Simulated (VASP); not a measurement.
Runs of VASP 6.6.1 on AlN. The structure is that of space group P6_3mc (No. 186), or close to it. The cells are those of the table. 

| cell | gap on the mesh (eV) | pressure (GPa) | largest force (eV/Å) |
| --- | --- | --- | --- |
| a = 3.033, b = 3.033, c = 4.853 Å, angles 90.0, 90.0, 120.0°, 4 atoms | 4.93 | 22.3 | (a) |
| a = 3.213, b = 3.213, c = 5.142 Å, angles 90.0, 90.0, 120.0°, 4 atoms | 3.41 | -13.0 | 0.06 |
| a = 3.087, b = 3.087, c = 4.939 Å, angles 90.0, 90.0, 120.0°, 4 atoms | 4.45 | 9.0 | 0.15 |
| a = 3.113, b = 3.113, c = 4.981 Å, angles 90.0, 90.0, 120.0°, 4 atoms | 4.22 | 3.5 | (b) |
| a = 3.139, b = 3.139, c = 5.022 Å, angles 90.0, 90.0, 120.0°, 4 atoms | 4.01 | -1.4 | 0.11 |
| a = 3.006, b = 3.006, c = 4.809 Å, angles 90.0, 90.0, 120.0°, 4 atoms | (c) | (d) | 0.22 |
| a = 3.164, b = 3.164, c = 5.063 Å, angles 90.0, 90.0, 120.0°, 4 atoms | 3.80 | -5.8 | 0.09 |
| a = 3.189, b = 3.189, c = 5.103 Å, angles 90.0, 90.0, 120.0°, 4 atoms | 3.60 | -9.6 | 0.08 |

Alike in all rows: task single point; level PBE; potentials or basis VASP PAW PBE potentials, release 64 (Al, N); no spin polarisation; k mesh 12 × 12 × 4; cutoff (eV) 520; smearing gaussian 0.01 eV.

Estimate the missing entries.

(a) 0.19; (b) 0.13; (c) 5.10; (d) 30.3.

A k mesh can miss the band edges.
